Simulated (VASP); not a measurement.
SiNi:

```xyz
4
Lattice="2.9623 0.0000 0.0000 0.0000 3.3021 0.0000 0.0000 0.0000 4.7084" Properties=species:S:1:pos:R:3 pbc="T T T"
Ni    1.4811    1.6510    1.6126
Ni    0.0000    0.0000    3.0958
Si    1.4811    1.6510    3.9699
Si    0.0000    0.0000    0.7385
```

Base run:

- Program: VASP 6.6.1
- Functional: BLYP
- Potentials or basis: VASP PAW PBE potentials, release 64 (Ni_sv_GW, Si)
- Cutoff: 590 eV
- k mesh: 9 × 8 × 6
- Occupations: fermi-dirac, width 0.05 eV
- Spin: collinear spin, ferromagnetic start
- Starting moments: [1.0, 1.0, 0.0, 0.0] μB

Its results: band gap on the k mesh zero (filled and empty bands overlap); pressure 10.0 GPa; net moment 0.00 μB per cell; largest force 0.175 eV/Å.

Task: The run is repeated on the same cell with these changes: functional from BLYP to LDA; potentials or basis from VASP PAW PBE potentials, release 64 (Ni_sv_GW, Si) to VASP PAW LDA potentials, release 64 (Ni_sv_GW, Si). What comes out?

Result: Band gap on the k mesh zero (filled and empty bands overlap); pressure -10.3 GPa; net moment 0.00 μB per cell; largest force 0.262 eV/Å.

Caveats: the cell stands under pressure (at least some runs); the PAW data sets were made with another functional, which shifts forces and pressure a little (at least some runs); the cell stands under tension (at least some runs).
